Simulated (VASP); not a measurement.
The system is C.

```
C
1.0
     2.57157    0.00000    0.00000
    -1.28578    2.22704    0.00000
     0.00000    0.00000    8.39865
C
8
Direct
  0.66667 0.33333 0.84375
  0.33333 0.66667 0.34375
  0.66667 0.33333 0.65625
  0.33333 0.66667 0.15625
  0.00000 0.00000 0.90625
  0.00000 0.00000 0.40625
  0.00000 0.00000 0.59375
  0.00000 0.00000 0.09375
```

Base run:

* Program: VASP 6.6.1
* Functional: revPBE
* Dispersion: D3(BJ)
* Potentials or basis: VASP PAW PBE potentials, release 64 (C)
* Cutoff: 520 eV
* k mesh: 12 × 12 × 4
* Occupations: fermi-dirac, width 0.05 eV
* Spin: no spin polarisation

Its results: band gap on the k mesh 4.27 eV (least direct gap 5.06 eV); pressure -26.0 GPa; largest force 0.291 eV/Å.

**Question.** The run is repeated on the same cell with these changes: functional from revPBE to BLYP; dispersion from D3(BJ) to D4. What comes out?

**Answer.** Band gap on the k mesh 4.59 eV (least direct gap 5.21 eV); pressure -21.0 GPa; largest force 0.302 eV/Å.

Several settings changed at once.

Caveats: the cell stands under tension; the PAW data sets were made with another functional, which shifts forces and pressure a little.

A k mesh can miss the band edges.
